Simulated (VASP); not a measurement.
Si2SbPt2, 10 atoms in the cell. Symmetry: P4/nmm, No. 129, tetragonal system. The conventional cell has a = 4.223 Å, b = 4.223 Å, c = 9.907 Å, α = 90.00°, β = 90.00°, γ = 90.00°. Within 3.3 Å of Pt (site symmetry -4m2) lie 4 Si at 2.48 Å and 4 Pt at 2.99 Å and 4 Sb at 3.30 Å. Within 3.3 Å of Pt (site symmetry 4mm) lie 5 Si at 2.43 to 2.44 Å and 4 Sb at 3.21 Å. Si (site symmetry -4m2) has 4 Pt at 2.44 Å and 4 Si at 2.99 Å and 4 Sb at 3.21 Å within 3.3 Å. Si (site symmetry 4mm) has 5 Pt at 2.43 to 2.48 Å and 4 Sb at 3.23 Å within 3.3 Å. Within 4.3 Å of Sb (site symmetry 4mm) lie 9 Si at 3.21 to 3.83 Å and 9 Pt at 3.21 to 3.65 Å and 4 Sb at 4.22 Å. 

- Program: VASP 6.6.1
- Task: single point
- Functional: r2SCAN
- Potentials or basis: VASP PAW PBE potentials, release 64 (Pt, Si, Sb)
- Cutoff: 520 eV
- k mesh: 6 × 6 × 3
- Occupations: methfessel-paxton, width 0.1038 eV
- Spin: no spin polarisation
- Dipole correction: no
- Further INCAR settings: ALGO = Normal; EDIFF = 1e-07; NBANDS = 44

Potentials or basis: VASP PAW PBE potentials, release 64 (Pt, Si, Sb).

Run with:

```bash
$ cat potpaw_PBE.64/Pt/POTCAR potpaw_PBE.64/Si/POTCAR potpaw_PBE.64/Sb/POTCAR > POTCAR
$ cp INCAR.step1 INCAR
$ mpirun -np 1 vasp_std > vasp.out
$ cp INCAR.step2 INCAR
$ mpirun -np 1 vasp_std > vasp.out
```

Hardware: 1 thread of AMD EPYC 7R13 (shared host).

**Question.** How long does it take, and how much memory?

**Answer.** Run time: 15 min on 1 thread of AMD EPYC 7R13, with other jobs on the host, peak memory 0.36 GiB. Counts: k points 20.
